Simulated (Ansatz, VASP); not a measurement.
Two plane-wave programs on TiSi2

Contents of INCAR:

```
SYSTEM = TiSi2
PREC = Accurate ; ENCUT = 520
EDIFF = 1E-6 ; ISMEAR = -1
SIGMA = 0.05 ; LREAL = .FALSE.
LASPH = .TRUE. ; NELM = 60
ALGO = Normal ; ISIF = 2
LWAVE = .FALSE. ; LCHARG = .FALSE.
GGA = PS ; NBANDS = 17
```

The input KPOINTS:

```
regular mesh
0
G
  12 12 12
  0 0 0
```

Contents of POSCAR:

```
TiSi2
1.0
   -1.4428049511      1.6771787643      4.1260979956
    1.4428049511     -1.6771787643      4.1260979956
    1.4428049511      1.6771787643     -4.1260979956
Ti Si
1 2
Direct
    0.0000000000      0.0000000000      0.0000000000
    0.6700780000      0.6700780000      0.0000000000
    0.3299220000      0.3299220000      0.0000000000
```

File input.yaml:

```yaml
crystal:
  lattice:
    - [-1.4428049511, 1.6771787643, 4.1260979956]
    - [1.4428049511, -1.6771787643, 4.1260979956]
    - [1.4428049511, 1.6771787643, -4.1260979956]
  atoms:
    - { symbol: Ti, position: [0.0, 0.0, 0.0] }
    - { symbol: Si, position: [0.670078, 0.670078, 0.0] }
    - { symbol: Si, position: [0.329922, 0.329922, 0.0] }
hamiltonian:
  xc: pbesol
  pseudopotentials: { kind: paw }
kpoints:
  mp_grid: { grid: [12, 12, 12] }
scf:
  occupations: { method: fermi_dirac, width: 0.05 }
output:
  forces: true
  stress: true
  eigenvalues: true
```

Alike in both runs: task single point; functional PBEsol; k mesh 12 × 12 × 12; occupations fermi-dirac, width 0.05 eV; no spin polarisation.

```csv
,VASP,Ansatz
version,VASP 6.6.1,Ansatz 0.2.0
potentials or method,"VASP PAW PBE potentials, release 64 (Ti_sv, Si)",Ansatz PAW
plane-wave cutoff (eV),520,420
valence electrons in the cell,20,20
```

```csv
,VASP,Ansatz,Ansatz less VASP
gap on the k mesh at the Fermi level (eV),none,none,-
pressure (GPa),5.9,5.8,-0.12
"traceless stress, the component that is largest in VASP (GPa)",-0.28,-0.28,-0.001
rms of the force components (eV/Å),0.012,0.011,-0.0009
```

VASP's potentials were made for PBE, not for PBEsol. Atom by atom the forces differ by 0.001 eV/Å (rms over components). A gap of «none» marks a metal or a gap that the smearing closes. With one functional, cell and mesh, what is left measures potentials, basis and numerics.
